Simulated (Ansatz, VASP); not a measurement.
**Two plane-wave programs on CdS**

Contents of POSCAR:

```
CdS
1.0
    0.0000000000      2.8273945987      2.6531737377
    2.8273945987      0.0000000000      2.6531737377
    2.8273945987      2.8273945987      0.0000000000
Cd S
1 1
Direct
    0.0000000000      0.0000000000      0.0000000000
    0.5000000000      0.5000000000      0.5000000000
```

INCAR.step1

```
SYSTEM = CdS
PREC = Accurate ; ENCUT = 520
ISMEAR = -1 ; SIGMA = 0.02
LREAL = .FALSE. ; LASPH = .TRUE.
NELM = 60 ; NBANDS = 16
GGA = PE ; ALGO = Normal
EDIFF = 1E-4 ; LWAVE = .TRUE.
LCHARG = .FALSE.
```

The input INCAR.step2:

```
SYSTEM = CdS
PREC = Accurate ; ENCUT = 520
EDIFF = 1E-6 ; ISMEAR = -1
SIGMA = 0.02 ; LREAL = .FALSE.
LASPH = .TRUE. ; NELM = 60
ALGO = Normal ; ISIF = 2
LWAVE = .FALSE. ; LCHARG = .FALSE.
METAGGA = R2SCAN ; LMIXTAU = .TRUE.
NBANDS = 16 ; ISTART = 1
```

Contents of KPOINTS:

```
regular mesh
0
G
  8 8 8
  0 0 0
```

Input for Ansatz:

```yaml
crystal:
  lattice:
    - [0.0, 2.8273945987, 2.6531737377]
    - [2.8273945987, 0.0, 2.6531737377]
    - [2.8273945987, 2.8273945987, 0.0]
  atoms:
    - { symbol: Cd, position: [0.0, 0.0, 0.0] }
    - { symbol: S, position: [0.5, 0.5, 0.5] }
kpoints:
  mp_grid: { grid: [8, 8, 8] }
  band_path:
    path:
      - [0.0, 0.0, 0.0]
      - [0.5, 0.0, 0.5]
      - [0.625, 0.25, 0.625]
      - [0.375, 0.375, 0.75]
      - [0.5, 0.5, 0.5]
      - [0.5, 0.25, 0.75]
    npoints: 1
hamiltonian:
  xc: r2scan
scf:
  occupations: { method: fermi_dirac, width: 0.02 }
  n_extra_bands: 4
output:
  forces: true
  stress: true
  eigenvalues: true
```

Change from the starting cell: epitaxial_xy strain +3.7%.

Alike in both runs: task single point; functional r2SCAN; k mesh 8 × 8 × 8; occupations fermi-dirac, width 0.02 eV; no spin polarisation.

|  | VASP | Ansatz |
| --- | --- | --- |
| version | VASP 6.6.1 | Ansatz 0.2.0 |
| potentials or method | VASP PAW PBE potentials, release 64 (Cd, S) | plane waves, PAW |
| plane-wave cutoff (eV) | 520 | 500 |
| valence electrons in the cell | 18 | 26 |

|  | VASP | Ansatz | Ansatz less VASP |
| --- | --- | --- | --- |
| pressure (GPa) | -2.4 | -2.8 | -0.40 |
| traceless stress, the component that is largest in VASP (GPa) | 2.88 | 2.74 | -0.142 |

VASP's potentials were made for PBE, not for r2SCAN. The functional is the same, so the differences come from potentials, cutoffs and numerics. VASP's potentials hold 18 valence electrons a cell and Ansatz's 26, so a difference there can come from the potentials and not from the codes.
